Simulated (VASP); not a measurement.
# Zr4Si3 (P-43m) in VASP: notebook

Zr4Si3 is run at these levels: PBE; tasks: single point, relaxation of cell and atoms.

Program: VASP 6.6.1. These are calculated values, not measurements. Logs are shortened: lines on timing, memory, paths and dates and some standing lists are left out, and cuts for length are marked.

## Step 1: The cell of the first run

It takes space group P-43m (No. 215, cubic). The conventional cell has a = 5.593 Å, b = 5.593 Å, c = 5.593 Å, α = 90.00°, β = 90.00°, γ = 90.00°. Zr (site symmetry 3m) has 3 Si at 2.62 Å and 3 Zr at 3.18 Å within 3.5 Å. Within 3.5 Å of Si (site symmetry -42m) lie 4 Zr at 2.62 Å.

## Step 2: Single point, PBE

File INCAR:

```
SYSTEM = Zr4Si3
PREC = Accurate ; ENCUT = 500
EDIFF = 1E-6 ; ISMEAR = 0
SIGMA = 0.2 ; LREAL = .False.
LASPH = .True. ; NELM = 120
ALGO = Normal ; ISIF = 2
LWAVE = .False. ; LCHARG = .False.
GGA = PE ; NBANDS = 39
GGA_COMPAT = .False.
```

File KPOINTS:

```
regular mesh
0
Gamma
  3 3 3
  0 0 0
```

File POSCAR:

```
Zr4Si3
1.0
    5.5929243696      0.0000000000      0.0000000000
    0.0000000000      5.5929243696      0.0000000000
    0.0000000000      0.0000000000      5.5929243696
Zr Si
4 3
Direct
    0.7008453683      0.2991546317      0.2991546317
    0.2991546317      0.7008453683      0.2991546317
    0.2991546317      0.2991546317      0.7008453683
    0.7008453683      0.7008453683      0.7008453683
    0.0000000000      0.0000000000      0.5000000000
    0.5000000000      0.0000000000      0.0000000000
    0.0000000000      0.5000000000      0.0000000000
```

Potentials or basis: VASP PAW PBE potentials, release 64 (Zr_sv, Si).

Launch:

```console
> cat potpaw_PBE.64/Zr_sv/POTCAR potpaw_PBE.64/Si/POTCAR > POTCAR
> mpirun -np 1 vasp_std > vasp.out
```

OUTCAR:

```text
SYSTEM = Zr4Si3
   PREC = Accurate
   ENCUT = 500
   EDIFF = 1E-6
   ISMEAR = 0
   LREAL = .False.
   LASPH = .True.
   NELM = 120
   ISIF = 2
   GGA = PE

 ion  position               nearest neighbor table
   1  0.701  0.299  0.299-   5 2.62   6 2.62   7 2.62   2 3.18   3 3.18   4 3.18
   2  0.299  0.701  0.299-   5 2.62   6 2.62   7 2.62   1 3.18   3 3.18   4 3.18
   3  0.299  0.299  0.701-   5 2.62   6 2.62   7 2.62   1 3.18   2 3.18   4 3.18
   4  0.701  0.701  0.701-   5 2.62   6 2.62   7 2.62   1 3.18   2 3.18   3 3.18
   5  0.000  0.000  0.500-   1 2.62   2 2.62   3 2.62   4 2.62
   6  0.500  0.000  0.000-   1 2.62   2 2.62   3 2.62   4 2.62
   7  0.000  0.500  0.000-   1 2.62   2 2.62   3 2.62   4 2.62

  LATTYP: Found a simple cubic cell.
 ALAT       =     5.5929243696

  Lattice vectors:

 A1 = (   5.5929243696,   0.0000000000,   0.0000000000)
 A2 = (   0.0000000000,   5.5929243696,   0.0000000000)
 A3 = (   0.0000000000,   0.0000000000,   5.5929243696)

Analysis of symmetry for initial positions (statically):
=====================================================================
 Subroutine PRICEL returns:
 Original cell was already a primitive cell.

 Routine SETGRP: Setting up the symmetry group for a
 simple cubic supercell.

 Subroutine GETGRP returns: Found 24 space group operations
 (whereof 24 operations were pure point group operations)
 out of a pool of 48 trial point group operations.

The static configuration has the point symmetry T_d .

Analysis of symmetry for dynamics (positions and initial velocities):
=====================================================================
 Subroutine PRICEL returns:
 Original cell was already a primitive cell.

 Routine SETGRP: Setting up the symmetry group for a
 simple cubic supercell.

 Subroutine GETGRP returns: Found 24 space group operations
 (whereof 24 operations were pure point group operations)
 out of a pool of 48 trial point group operations.

The dynamic configuration has the point symmetry T_d .

 Subroutine INISYM returns: Found 24 space group operations
 (whereof 24 operations are pure point group operations),
 and found     1 'primitive' translations

----------------------------------------------------------------------------------------

                                     Primitive cell

  volume of cell :     174.9512

  direct lattice vectors                    reciprocal lattice vectors
     5.592924370  0.000000000  0.000000000     0.178797340  0.000000000  0.000000000
     0.000000000  5.592924370  0.000000000     0.000000000  0.178797340  0.000000000
     0.000000000  0.000000000  5.592924370     0.000000000  0.000000000  0.178797340

  length of vectors
     5.592924370  5.592924370  5.592924370     0.178797340  0.178797340  0.178797340

  position of ions in fractional coordinates (direct lattice)
     0.700845368  0.299154632  0.299154632
     0.299154632  0.700845368  0.299154632
     0.299154632  0.299154632  0.700845368
     0.700845368  0.700845368  0.700845368
     0.000000000  0.000000000  0.500000000
     0.500000000  0.000000000  0.000000000
     0.000000000  0.500000000  0.000000000

  ion indices of the primitive-cell ions
   primitive index   ion index
                 1           1
                 2           2
                 3           3
                 4           4
                 5           5
                 6           6
                 7           7

----------------------------------------------------------------------------------------

 KPOINTS: regular mesh

Automatic generation of k-mesh.
 Grid dimensions read from file:
 generate k-points for:    3    3    3

 Generating k-lattice:

  Cartesian coordinates                     Fractional coordinates (reciprocal lattice)
     0.059599113  0.000000000  0.000000000     0.333333333  0.000000000  0.000000000
     0.000000000  0.059599113  0.000000000     0.000000000  0.333333333  0.000000000
     0.000000000  0.000000000  0.059599113     0.000000000  0.000000000  0.333333333

  Length of vectors
     0.059599113  0.059599113  0.059599113

  Shift w.r.t. Gamma in fractional coordinates (k-lattice)
     0.000000000  0.000000000  0.000000000

 Subroutine IBZKPT returns following result:
 ===========================================

 Found      4 irreducible k-points:

 Following reciprocal coordinates:
            Coordinates               Weight
  0.000000  0.000000  0.000000      1.000000
  0.333333  0.000000  0.000000      6.000000
  0.333333  0.333333  0.000000     12.000000
  0.333333  0.333333  0.333333      8.000000
   k-points           NKPTS =      4   k-points in BZ     NKDIM =      4   number of bands    NBANDS=     39
   number of dos      NEDOS =    301   number of ions     NIONS =      7
   total plane-waves  NPLWV =  74088
   dimension x,y,z NGX =    42 NGY =   42 NGZ =   42
   dimension x,y,z NGXF=    84 NGYF=   84 NGZF=   84
   ions per type =               4   3
   NGX,Y,Z   is equivalent  to a cutoff of  12.48, 12.48, 12.48 a.u.
   NGXF,Y,Z  is equivalent  to a cutoff of  24.97, 24.97, 24.97 a.u.
 SYSTEM =  Zr4Si3
   PREC   = accura    normal or accurate (medium, high low for compatibility)
   ISTART =      0    job   : 0-new  1-cont  2-samecut
   ICHARG =      2    charge: 1-file 2-atom 10-const
   ISPIN  =      1    spin polarized calculation?
   LNONCOLLINEAR =      F non collinear calculations
   LSORBIT =      F    spin-orbit coupling
   LASPH  =      T    aspherical Exc in radial PAW
   ENCUT  =  500.0 eV  36.75 Ry    6.06 a.u.  10.20 10.20 10.20*2*pi/ulx,y,z
   NELM   =    120;   NELMIN=  2; NELMDL= -5     # of ELM steps
   EDIFF  = 0.1E-05   stopping-criterion for ELM
   LREAL  =      F    real-space projection
   EDIFFG = 0.1E-04   stopping-criterion for IOM
   NSW    =      0    number of steps for IOM
   IBRION =     -1    ionic relax: 0-MD 1-quasi-New 2-CG
   NFREE  =      0    steps in history (QN), initial steepest desc. (CG)
   ISIF   =      2    stress and relaxation
   ISYM   =      2    0-nonsym 1-usesym 2-fastsym
   POTIM  = 0.5000    time-step for ionic-motion
   TEBEG  =    0.0;   TEEND  =   0.0 temperature during run
   PSTRESS=    0.0 pullay stress
   NELECT =      60.0000    total number of electrons
   NUPDOWN=      -1.0000    fix difference up-down
   EMIN   =  10.00;   EMAX   =-10.00  energy-range for DOS
   EFERMI =   0.00;   METHOD = LEGACY
   ISMEAR =     0;   SIGMA  =   0.20  broadening in eV -4-tet -1-fermi 0-gaus
   EFERMI_NEDOS =   21; number of points for ismear=-14 and -15
   IALGO  =     38    algorithm
   IMIX   =      4    mixing-type and parameters
     AMIX     =   0.40;   BMIX     =  1.00
     AMIX_MAG =   1.60;   BMIX_MAG =  1.00
  volume/ion in A,a.u.               =      24.99       168.66
  Fermi-wavevector in a.u.,A,eV,Ry     =   1.145916  2.165468 17.866145  1.313125
  Thomas-Fermi vector in A             =   2.282603
   LORBIT       =      0    0 simple, 1 ext, 2 COOP (PROOUT), +10 PAW based schemes
   GGA     = PE    functional components
   LHFCALC =     F    Hartree Fock is set to
   AEXX    =    0.0000 exact exchange contribution
   IVDW    =     0    specifies the selected vdW correction
   LEPSILON=     F    determine dielectric tensor
   LRPA    =     F    only Hartree local field effects (RPA)
 non-spin polarized calculation
 Gauss-broadening in eV      SIGMA  =   0.20
  energy-cutoff  :      500.00
  volume of cell :      174.95
 maximum number of plane-waves:      4452
 NGX is ok and might be reduce to    42
   NGX = 21   NGY = 21   NGZ = 21

 number of electron      60.0000002 magnetization

 Free energy of the ion-electron system (eV)
  ---------------------------------------------------
  ext. energy  EPLUGINS =         0.00000000
  ---------------------------------------------------
  free energy    TOTEN  =       -47.68759119 eV

  energy without entropy =      -47.61262202  energy(sigma->0) =      -47.65010661

 E-fermi :   5.9080     XC(G=0):  -9.8031

 val. band max:        5.7400592800   @ k =   0.3333   0.3333   0.0000
 cond. band min:       5.9729142162   @ k =   0.0000   0.0000   0.0000
 fundamental gap:      0.2328549362
 Fermi energy:         5.9079991981

 k-point     1 :       0.0000    0.0000    0.0000
  band No.  band energies     occupation
      1     -42.7151      2.00000
      2     -42.6590      2.00000
      3     -42.6590      2.00000
      4     -42.6590      2.00000
      5     -21.0357      2.00000
      6     -20.8478      2.00000
[... 31 lines left out ...]
     38       8.4429      0.00000
     39       8.4429      0.00000

 k-point     2 :       0.3333    0.0000    0.0000
  band No.  band energies     occupation
      1     -42.7131      2.00000
      2     -42.6610      2.00000
      3     -42.6590      2.00000
      4     -42.6590      2.00000
      5     -21.0295      2.00000
      6     -20.8460      2.00000
[... 31 lines left out ...]
     38       8.4918      0.00000
     39       8.5642      0.00000

 k-point     3 :       0.3333    0.3333    0.0000
  band No.  band energies     occupation
      1     -42.7112      2.00000
      2     -42.6609      2.00000
      3     -42.6608      2.00000
      4     -42.6591      2.00000
      5     -21.0267      2.00000
      6     -20.8575      2.00000
[... 31 lines left out ...]
     38       8.3212      0.00000
     39       8.4267      0.00000

 k-point     4 :       0.3333    0.3333    0.3333
  band No.  band energies     occupation
      1     -42.7095      2.00000
      2     -42.6609      2.00000
      3     -42.6608      2.00000
      4     -42.6608      2.00000
      5     -21.0281      2.00000
      6     -20.8767      2.00000
[... 31 lines left out ...]
     38       7.9932      0.00000
     39       8.5989      0.00000

------------------------ aborting loop because EDIFF is reached ----------------------------------------

  FORCE on cell =-STRESS in cart. coord.  units (eV):
  Direction    XX          YY          ZZ          XY          YZ          ZX
  --------------------------------------------------------------------------------------
  -------------------------------------------------------------------------------------
  Total        0.5309510      0.5309510      0.5309510      0.0000000      0.0000000      0.0000000
  in kB        4.8623716      4.8623716      4.8623716      0.0000000      0.0000000      0.0000000
  external PRESSURE =       4.8623716 kB  Pullay stress =       0.0000000 kB

 VOLUME and BASIS-vectors are now :
 -----------------------------------------------------------------------------
  energy-cutoff  :      500.00
  volume of cell :      174.95
      direct lattice vectors                 reciprocal lattice vectors
     5.592924370  0.000000000  0.000000000     0.178797340  0.000000000  0.000000000
     0.000000000  5.592924370  0.000000000     0.000000000  0.178797340  0.000000000
     0.000000000  0.000000000  5.592924370     0.000000000  0.000000000  0.178797340

 POSITION                                       TOTAL-FORCE (eV/Angst)
 -----------------------------------------------------------------------------------
      3.91978      1.67315      1.67315        -0.063036      0.063036      0.063036
      1.67315      3.91978      1.67315         0.063036     -0.063036      0.063036
      1.67315      1.67315      3.91978         0.063036      0.063036     -0.063036
      3.91978      3.91978      3.91978        -0.063036     -0.063036     -0.063036
      0.00000      0.00000      2.79646        -0.000000     -0.000000      0.000000
      2.79646      0.00000      0.00000        -0.000000     -0.000000      0.000000
      0.00000      2.79646      0.00000        -0.000000      0.000000      0.000000
 -----------------------------------------------------------------------------------
    total drift:                                0.000000      0.000000     -0.000000

  FREE ENERGIE OF THE ION-ELECTRON SYSTEM (eV)
  ---------------------------------------------------
  free  energy   TOTEN  =       -47.6875911908 eV

  energy  without entropy=      -47.6126220248  energy(sigma->0) =      -47.65010661
```

Run time: 52 s. Hardware: 1 thread of Intel Xeon 8259CL, shared host; peak memory 0.26 GiB.

What came out:

* Free energy: -47.6876 eV
* Pressure: 0.5 GPa
* Largest force: 0.109 eV/Å
* Band gap on the k mesh: zero (band 30 reaches 6.09 eV, above the bottom of band 31 at 5.56 eV)

Forces in eV/Å, atoms in the order of the input:
```
Zr  -0.063  0.063  0.063
Zr   0.063 -0.063  0.063
Zr   0.063  0.063 -0.063
Zr  -0.063 -0.063 -0.063
Si   0.000  0.000  0.000
Si   0.000  0.000  0.000
Si   0.000  0.000  0.000
```

Caveat: the k points lie up to 0.37 Å⁻¹ apart.

## Step 3: Relaxation of cell and atoms, PBE

This run uses another cell than the first one, of 17.35 Å³/atom, 0.694 times its volume.

File INCAR:

```
SYSTEM = Zr4Si3
PREC = Accurate
ENCUT = 500
EDIFF = 1E-7
ISMEAR = 0
SIGMA = 0.2
LREAL = .FALSE.
LASPH = .TRUE.
NELM = 120
ALGO = Normal
ISIF = 3
LWAVE = .FALSE.
LCHARG = .FALSE.
GGA = PE
IBRION = 2
NSW = 36
EDIFFG = -0.08
GGA_COMPAT = .FALSE.
NELMIN = 4
```

File KPOINTS:

```
regular mesh
0
G
  3 3 3
  0 0 0
```

File POSCAR:

```
Zr4Si3
1.0
    4.9526520300      0.0000000000      0.0000000000
    0.0000000000      4.9526520300      0.0000000000
    0.0000000000      0.0000000000      4.9526520300
Zr Si
4 3
Direct
    0.7237776700      0.2762223300      0.2762223300
    0.2762223300      0.7237776700      0.2762223300
    0.2762223300      0.2762223300      0.7237776700
    0.7237776700      0.7237776700      0.7237776700
    0.0000000000      0.0000000000      0.5000000000
    0.5000000000      0.0000000000      0.0000000000
    0.0000000000      0.5000000000      0.0000000000
```

Potentials or basis: VASP PAW PBE potentials, release 64 (Zr_sv, Si).

Launch:

```console
> cat potpaw_PBE.64/Zr_sv/POTCAR potpaw_PBE.64/Si/POTCAR > POTCAR
> mpirun -np 1 vasp_std > vasp.out
```

Wall time 4.6 min (1 thread of Intel Xeon 8259CL, shared host); peak memory 0.21 GiB.

It converged, with:

```yaml
Free_energy: -47.6680 eV
Relaxed_volume: 24.88 Å³/atom
Relaxed_cell: a = 5.584 Å, b = 5.584 Å, c = 5.584 Å, α = 90.00°, β = 90.00°, γ = 90.00°
Space_group_after_relaxing_to_0.05_Å: P-43m (No. 215)
Energy_gained_by_relaxing: 1457.7 meV/atom
Ionic_steps: 7
Pressure_after_relaxing: 0.5 GPa
Largest_force_after_relaxing: 0.021 eV/Å
Band_gap_on_the_k_mesh: zero (band 30 reaches 6.12 eV, above the bottom of band 31 at 5.60 eV)
```

Forces on the atoms (eV/Å):
```
Zr   0.012 -0.012 -0.012
Zr  -0.012  0.012 -0.012
Zr  -0.012 -0.012  0.012
Zr   0.012  0.012  0.012
Si   0.000  0.000  0.000
Si   0.000  0.000  0.000
Si   0.000  0.000  0.000
```

Step by step:
| step | energy change (eV) | largest force (eV/Å) | pressure (GPa) | volume (Å³) |
| --- | --- | --- | --- | --- |
| 1 | 0.0000 | 5.4389 | 61.67 | 121.48 |
| 2 | -3.2011 | 0.7823 | -13.69 | 280.85 |
| 3 | -10.0680 | 0.2088 | -3.20 | 186.23 |
| 4 | -10.1254 | 0.3957 | -1.44 | 181.66 |
| 5 | -10.1321 | 0.4987 | -0.46 | 179.34 |
| 6 | -10.1723 | 0.3581 | -0.21 | 177.74 |
| 7 | -10.2040 | 0.0205 | 0.46 | 174.16 |

Final structure:
```
Zr Si
1.0
     5.58443    0.00000    0.00000
     0.00000    5.58443    0.00000
     0.00000    0.00000    5.58443
Zr Si
4 3
Direct
  0.69936 0.30064 0.30064
  0.30064 0.69936 0.30064
  0.30064 0.30064 0.69936
  0.69936 0.69936 0.69936
  0.00000 0.00000 0.50000
  0.50000 0.00000 0.00000
  0.00000 0.50000 0.00000
```

Levels at points of the mesh, in eV from the Fermi level:
```tsv
k point	band 27	band 28	band 29	band 30	band 31	band 32	band 33	band 34
(0.00, 0.00, 0.00)	-0.57	-0.57	-0.57	-0.34	-0.34	0.08	1.64	1.64
```

Caveat: the k points lie up to 0.38 Å⁻¹ apart in the final cell; the volume moved by over 15 % at a fixed basis, so the end points are rough; the relaxation stopped at a loose force limit of 0.08 eV/Å, so its end isn't a converged minimum.
